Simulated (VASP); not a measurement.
# HfMg3 (Pm-3m) in VASP: density of states with PBE

Aim: the density of states of HfMg3 with PBE.

Program: VASP 6.6.1. These are calculated values, not measurements. Logs are shortened: lines on timing, memory, paths and dates and some standing lists are left out, and cuts for length are marked.

### 1 The cell of the first run

It takes space group Pm-3m (No. 221, cubic). The conventional cell has a = 4.435 Å, b = 4.435 Å, c = 4.435 Å, α = 90.00°, β = 90.00°, γ = 90.00°. Hf (site symmetry m-3m) has 12 Mg at 3.14 Å within 4.1 Å. Within 4.1 Å of Mg (site symmetry 4/mmm) lie 4 Hf at 3.14 Å and 8 Mg at 3.14 Å.

### 2 Density of states, PBE

The input, POSCAR:

```
HfMg3
1.0
    4.4351854621      0.0000000000      0.0000000000
    0.0000000000      4.4351854621      0.0000000000
    0.0000000000      0.0000000000      4.4351854621
Hf Mg
1 3
Direct
    0.0000000000      0.0000000000      0.0000000000
    0.0000000000      0.5000000000      0.5000000000
    0.5000000000      0.5000000000      0.0000000000
    0.5000000000      0.0000000000      0.5000000000
```

The input, INCAR.step1:

```
PREC     = Accurate       # precision mode
ENCUT    = 520            # plane-wave cutoff, eV
EDIFF    = 1E-6           # SCF threshold, eV
ISMEAR   = 0              # smearing method
SIGMA    = 0.05           # smearing width, eV
LREAL    = F              # projectors in reciprocal space
LASPH    = T              # aspherical terms in the spheres
NELM     = 100            # most SCF steps
ALGO     = Normal         # electronic algorithm
ISIF     = 2              # what is computed and relaxed
LWAVE    = F              # write WAVECAR
LCHARG   = T              # write CHGCAR
LMAXMIX  = 4              # l up to which the mixer works
GGA      = PE             # functional
NBANDS   = 16             # bands
```

The input, KPOINTS.step1:

```
Automatic mesh
0
Gamma
  8 8 8
```

The input, INCAR.step2:

```
PREC     = Accurate       # precision mode
ENCUT    = 520            # plane-wave cutoff, eV
EDIFF    = 1E-6           # SCF threshold, eV
ISMEAR   = -5             # smearing method
SIGMA    = 0.05           # smearing width, eV
LREAL    = F              # projectors in reciprocal space
LASPH    = T              # aspherical terms in the spheres
NELM     = 100            # most SCF steps
ALGO     = Normal         # electronic algorithm
ISIF     = 2              # what is computed and relaxed
LWAVE    = F              # write WAVECAR
LCHARG   = F              # write CHGCAR
LMAXMIX  = 4              # l up to which the mixer works
GGA      = PE             # functional
LORBIT   = 11             # projections on sites
NEDOS    = 1001           # points of the DOS
ICHARG   = 11             # starting density
```

The input, KPOINTS.step2:

```
Automatic mesh
0
Gamma
  12 12 12
```

Potentials or basis: VASP PAW PBE potentials, release 64 (Hf_pv, Mg).

The run is started by

```bash
cat potpaw_PBE.64/Hf_pv/POTCAR potpaw_PBE.64/Mg/POTCAR > POTCAR
cp INCAR.step1 INCAR
cp KPOINTS.step1 KPOINTS
mpirun -np 1 vasp_std > vasp.out
cp INCAR.step2 INCAR
cp KPOINTS.step2 KPOINTS
mpirun -np 1 vasp_std > vasp.out
```

OUTCAR:

```text
PREC = Accurate
   ENCUT = 520
   EDIFF = 1E-6
   ISMEAR = -5
   LREAL = F
   LASPH = T
   NELM = 100
   ISIF = 2
   GGA = PE
   LORBIT = 11
   ICHARG = 11

 ion  position               nearest neighbor table
   1  0.000  0.000  0.000-   2 3.14   3 3.14   4 3.14   2 3.14   4 3.14   2 3.14   3 3.14   2 3.14
                             3 3.14   4 3.14   4 3.14   3 3.14
   2  0.000  0.500  0.500-   1 3.14   3 3.14   4 3.14   1 3.14   3 3.14   1 3.14   4 3.14   1 3.14
                             3 3.14   4 3.14   3 3.14   4 3.14
   3  0.500  0.500  0.000-   1 3.14   2 3.14   4 3.14   2 3.14   4 3.14   1 3.14   4 3.14   4 3.14
                             1 3.14   2 3.14   2 3.14   1 3.14
   4  0.500  0.000  0.500-   1 3.14   2 3.14   3 3.14   1 3.14   3 3.14   2 3.14   3 3.14   3 3.14
                             1 3.14   2 3.14   1 3.14   2 3.14

  LATTYP: Found a simple cubic cell.
 ALAT       =     4.4351854621

  Lattice vectors:

 A1 = (   4.4351854621,   0.0000000000,   0.0000000000)
 A2 = (   0.0000000000,   4.4351854621,   0.0000000000)
 A3 = (   0.0000000000,   0.0000000000,   4.4351854621)

Analysis of symmetry for initial positions (statically):
=====================================================================
 Subroutine PRICEL returns:
 Original cell was already a primitive cell.

 Routine SETGRP: Setting up the symmetry group for a
 simple cubic supercell.

 Subroutine GETGRP returns: Found 48 space group operations
 (whereof 48 operations were pure point group operations)
 out of a pool of 48 trial point group operations.

The static configuration has the point symmetry O_h .

Analysis of symmetry for dynamics (positions and initial velocities):
=====================================================================
 Subroutine PRICEL returns:
 Original cell was already a primitive cell.

 Routine SETGRP: Setting up the symmetry group for a
 simple cubic supercell.

 Subroutine GETGRP returns: Found 48 space group operations
 (whereof 48 operations were pure point group operations)
 out of a pool of 48 trial point group operations.

The dynamic configuration has the point symmetry O_h .

 Subroutine INISYM returns: Found 48 space group operations
 (whereof 48 operations are pure point group operations),
 and found     1 'primitive' translations

----------------------------------------------------------------------------------------

                                     Primitive cell

  volume of cell :      87.2440

  direct lattice vectors                    reciprocal lattice vectors
     4.435185462  0.000000000  0.000000000     0.225469715  0.000000000  0.000000000
     0.000000000  4.435185462  0.000000000     0.000000000  0.225469715  0.000000000
     0.000000000  0.000000000  4.435185462     0.000000000  0.000000000  0.225469715

  length of vectors
     4.435185462  4.435185462  4.435185462     0.225469715  0.225469715  0.225469715

  position of ions in fractional coordinates (direct lattice)
     0.000000000  0.000000000  0.000000000
     0.000000000  0.500000000  0.500000000
     0.500000000  0.500000000  0.000000000
     0.500000000  0.000000000  0.500000000

  ion indices of the primitive-cell ions
   primitive index   ion index
                 1           1
                 2           2
                 3           3
                 4           4

----------------------------------------------------------------------------------------

 KPOINTS: Automatic mesh

Automatic generation of k-mesh.
 Grid dimensions read from file:
 generate k-points for:   12   12   12

 Generating k-lattice:

  Cartesian coordinates                     Fractional coordinates (reciprocal lattice)
     0.018789143  0.000000000  0.000000000     0.083333333  0.000000000  0.000000000
     0.000000000  0.018789143  0.000000000     0.000000000  0.083333333  0.000000000
     0.000000000  0.000000000  0.018789143     0.000000000  0.000000000  0.083333333

  Length of vectors
     0.018789143  0.018789143  0.018789143

  Shift w.r.t. Gamma in fractional coordinates (k-lattice)
     0.000000000  0.000000000  0.000000000

 TETIRR: Found    854 inequivalent tetrahedra from    10368

 Subroutine IBZKPT returns following result:
 ===========================================

 Found     84 irreducible k-points:

 Following reciprocal coordinates:
            Coordinates               Weight
  0.000000  0.000000  0.000000      1.000000
  0.083333  0.000000  0.000000      6.000000
  0.166667  0.000000  0.000000      6.000000
  0.250000  0.000000  0.000000      6.000000
  0.333333  0.000000  0.000000      6.000000
  0.416667  0.000000  0.000000      6.000000
[... 16 lines left out ...]
  0.333333  0.333333  0.000000     12.000000
  0.416667  0.333333  0.000000     24.000000
 [... further k-points ...]
   k-points           NKPTS =     84   k-points in BZ     NKDIM =     84   number of bands    NBANDS=     12
   number of dos      NEDOS =   1001   number of ions     NIONS =      4
   total plane-waves  NPLWV =  46656
   dimension x,y,z NGX =    36 NGY =   36 NGZ =   36
   dimension x,y,z NGXF=    72 NGYF=   72 NGZF=   72
   ions per type =               1   3
   NGX,Y,Z   is equivalent  to a cutoff of  13.49, 13.49, 13.49 a.u.
   NGXF,Y,Z  is equivalent  to a cutoff of  26.99, 26.99, 26.99 a.u.
 SYSTEM =  unknown system
   PREC   = accura    normal or accurate (medium, high low for compatibility)
   ISTART =      0    job   : 0-new  1-cont  2-samecut
   ICHARG =     11    charge: 1-file 2-atom 10-const
   ISPIN  =      1    spin polarized calculation?
   LNONCOLLINEAR =      F non collinear calculations
   LSORBIT =      F    spin-orbit coupling
   LASPH  =      T    aspherical Exc in radial PAW
   ENCUT  =  520.0 eV  38.22 Ry    6.18 a.u.   8.25  8.25  8.25*2*pi/ulx,y,z
   NELM   =    100;   NELMIN=  2; NELMDL=  0     # of ELM steps
   EDIFF  = 0.1E-05   stopping-criterion for ELM
   LREAL  =      F    real-space projection
   EDIFFG = 0.1E-04   stopping-criterion for IOM
   NSW    =      0    number of steps for IOM
   IBRION =     -1    ionic relax: 0-MD 1-quasi-New 2-CG
   NFREE  =      0    steps in history (QN), initial steepest desc. (CG)
   ISIF   =      2    stress and relaxation
   ISYM   =      2    0-nonsym 1-usesym 2-fastsym
   POTIM  = 0.5000    time-step for ionic-motion
   TEBEG  =    0.0;   TEEND  =   0.0 temperature during run
   PSTRESS=    0.0 pullay stress
   NELECT =      16.0000    total number of electrons
   NUPDOWN=      -1.0000    fix difference up-down
   EMIN   =  10.00;   EMAX   =-10.00  energy-range for DOS
   EFERMI =   0.00;   METHOD = LEGACY
   ISMEAR =    -5;   SIGMA  =   0.05  broadening in eV -4-tet -1-fermi 0-gaus
   EFERMI_NEDOS =   21; number of points for ismear=-14 and -15
   IALGO  =     38    algorithm
   IMIX   =      4    mixing-type and parameters
     AMIX     =   0.40;   BMIX     =  1.00
     AMIX_MAG =   1.60;   BMIX_MAG =  1.00
  volume/ion in A,a.u.               =      21.81       147.19
  Fermi-wavevector in a.u.,A,eV,Ry     =   0.930114  1.757661 11.770574  0.865113
  Thomas-Fermi vector in A             =   2.056469
   LORBIT       =     11    0 simple, 1 ext, 2 COOP (PROOUT), +10 PAW based schemes
   GGA     = PE    functional components
   LHFCALC =     F    Hartree Fock is set to
   AEXX    =    0.0000 exact exchange contribution
   IVDW    =     0    specifies the selected vdW correction
   LEPSILON=     F    determine dielectric tensor
   LRPA    =     F    only Hartree local field effects (RPA)
 non-spin polarized calculation
 Fermi weights with tetrahedron method with Bloechl corrections
  energy-cutoff  :      520.00
  volume of cell :       87.24
 maximum number of plane-waves:      2373
 NGX is ok and might be reduce to    36

 number of electron      15.9999999 magnetization

 Free energy of the ion-electron system (eV)
  ---------------------------------------------------
  ext. energy  EPLUGINS =         0.00000000
  ---------------------------------------------------
  free energy    TOTEN  =       -13.87536295 eV

  energy without entropy =      -13.87536295  energy(sigma->0) =      -13.87536295

 E-fermi :   3.0201     XC(G=0):  -9.3796

 val. band max:        3.0834922968   @ k =   0.2500   0.0000   0.0000
 cond. band min:       2.8111395657   @ k =   0.5000   0.5000   0.5000
 fundamental gap:     -0.2723527311
 Fermi energy:         3.0200986175

 k-point     1 :       0.0000    0.0000    0.0000
  band No.  band energies     occupation
      1     -27.9772      2.00000
      2     -27.9772      2.00000
      3     -27.9772      2.00000
      4      -3.7997      2.00000
      5       1.8730      2.00000
      6       1.8730      2.00000
      7       3.6733     -0.18473
      8       3.6733      0.00000
      9       3.6733      0.00000
     10       4.3225      0.00000
     11       4.3225      0.00000
     12       4.3225      0.00000

 k-point     2 :       0.0833    0.0000    0.0000
  band No.  band energies     occupation
      1     -27.9779      2.00000
      2     -27.9772      2.00000
      3     -27.9772      2.00000
      4      -3.7401      2.00000
      5       1.7102      2.00000
      6       1.9003      2.00000
      7       3.4477     -0.24642
      8       3.5415      0.00000
      9       3.5415      0.00000
     10       4.3358      0.00000
     11       4.4744      0.00000
     12       4.4744      0.00000

 k-point     3 :       0.1667    0.0000    0.0000
  band No.  band energies     occupation
      1     -27.9799      2.00000
      2     -27.9771      2.00000
      3     -27.9771      2.00000
      4      -3.5624      2.00000
      5       1.1933      2.00000
      6       1.9779      2.00000
      7       3.3056      0.21478
      8       3.3056      0.00000
      9       3.3688      0.00000
     10       4.3730      0.00000
     11       4.7725      0.00000
     12       4.7725      0.00000
[... 286 lines left out ...]
 k-point    23 :       0.3333    0.3333    0.0000
  band No.  band energies     occupation
      1     -27.9847      2.00000
      2     -27.9845      2.00000
      3     -27.9763      2.00000
      4      -1.9800      2.00000
      5       0.1271      2.00000
      6       0.6834      2.00000
      7       2.1698      2.00000
      8       3.1641      0.02740
      9       3.5159      0.00000
     10       4.2070      0.00000
     11       5.1174      0.00000
     12       5.9655      0.00000

 k-point    24 :       0.4167    0.3333    0.0000
  band No.  band energies     occupation
      1     -27.9865      2.00000
      2     -27.9844      2.00000
      3     -27.9762      2.00000
      4      -1.5076      2.00000
      5      -0.3640      2.00000
      6       0.8665      2.00000
      7       1.7751      2.00000
      8       3.1574     -0.07130
      9       3.4822      0.00000
     10       4.3750      0.00000
     11       5.2473      0.00000
     12       5.6414      0.00000

 [... further k-points ...]
[... 5 lines left out ...]
  --------------------------------------------------------------------------------------
  -------------------------------------------------------------------------------------
  Total       -0.0751366     -0.0751366     -0.0751366     -0.0000000     -0.0000000     -0.0000000
  in kB       -1.3798335     -1.3798335     -1.3798335     -0.0000000     -0.0000000     -0.0000000
  external PRESSURE =      -1.3798335 kB  Pullay stress =       0.0000000 kB

 VOLUME and BASIS-vectors are now :
 -----------------------------------------------------------------------------
  energy-cutoff  :      520.00
  volume of cell :       87.24
      direct lattice vectors                 reciprocal lattice vectors
     4.435185462  0.000000000  0.000000000     0.225469715  0.000000000  0.000000000
     0.000000000  4.435185462  0.000000000     0.000000000  0.225469715  0.000000000
     0.000000000  0.000000000  4.435185462     0.000000000  0.000000000  0.225469715

 POSITION                                       TOTAL-FORCE (eV/Angst)
 -----------------------------------------------------------------------------------
      0.00000      0.00000      0.00000         0.000000      0.000000      0.000000
      0.00000      2.21759      2.21759         0.000000      0.000000      0.000000
      2.21759      2.21759      0.00000         0.000000      0.000000      0.000000
      2.21759      0.00000      2.21759         0.000000      0.000000      0.000000
 -----------------------------------------------------------------------------------
    total drift:                                0.000000     -0.000000     -0.000000

  FREE ENERGIE OF THE ION-ELECTRON SYSTEM (eV)
  ---------------------------------------------------
  free  energy   TOTEN  =       -13.8753629474 eV

  energy  without entropy=      -13.8753629474  energy(sigma->0) =      -13.87536295

 total charge

# of ion       s       p       d       tot
------------------------------------------
    1        0.322   6.264   1.469   8.054
    2        0.219   0.151   0.015   0.386
    3        0.219   0.151   0.015   0.386
    4        0.219   0.151   0.015   0.386
--------------------------------------------------
tot          0.980   6.718   1.514   9.211
```

Run time: 62 s. Hardware: 1 thread of Intel Xeon Platinum 8124M at 3.00GHz (Skylake/Cascade Lake), shared host; peak memory 0.26 GiB.

What came out:

```
Valence electrons inside the program's atomic spheres : Hf 8.05; Mg 0.39
```

Caveat: spin-orbit coupling is left out, which moves the levels of the heavy elements; tetrahedron occupations give inexact forces and stress in metals.
